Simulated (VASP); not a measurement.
**BaTe: single point with PBEsol**

The system is BaTe.

```xyz
2
Lattice="0.0000 3.4712 3.4712 3.4712 0.0000 3.4712 3.4712 3.4712 0.0000" Properties=species:S:1:pos:R:3 pbc="T T T"
Ba    3.4712    3.4712    3.4712
Te    0.0000    0.0000    0.0000
```

```json
{"Program": "VASP 6.6.1", "Task": "single point", "Functional": "PBEsol", "Potentials or basis": "VASP PAW PBE potentials, release 64 (Ba_sv, Te)", "Cutoff": "520 eV", "k mesh": "6 × 6 × 6", "Occupations": "gaussian, width 0.05 eV", "Spin": "no spin polarisation", "Dipole correction": "no", "Further INCAR settings": "ALGO = Normal; EDIFF = 1e-06; NBANDS = 15"}
```

| Property | Result |
| --- | --- |
| Pressure | 0.4 GPa |
| Band gap on the k mesh | 1.37 eV (least direct gap 1.76 eV) |

Levels at points of the mesh, in eV from the valence-band top:
| k point | band 4 | band 5 | band 6 | band 7 | band 8 | band 9 | band 10 | band 11 | band 12 | band 13 |
| --- | --- | --- | --- | --- | --- | --- | --- | --- | --- | --- |
| (0.00, 0.00, 0.00) | -12.06 | -9.64 | 0.00 | 0.00 | 0.00 | 2.85 | 2.85 | 2.85 | 2.85 | 3.52 |
| (0.50, 0.00, 0.00) | -12.08 | -8.81 | -2.35 | -1.20 | -1.20 | 4.11 | 4.76 | 4.90 | 4.90 | 6.95 |
| (0.50, 0.50, 0.00) | -12.16 | -9.42 | -1.16 | -0.39 | -0.39 | 1.37 | 4.45 | 4.64 | 5.68 | 5.80 |

It took 41 s on 1 thread of Intel Xeon 8259CL (shared host), peak memory 0.24 GiB.

Caveat: the PAW data sets were made with another functional, which shifts forces and pressure a little; spin-orbit coupling is left out, which moves the levels of the heavy elements. A k mesh can miss the band edges.
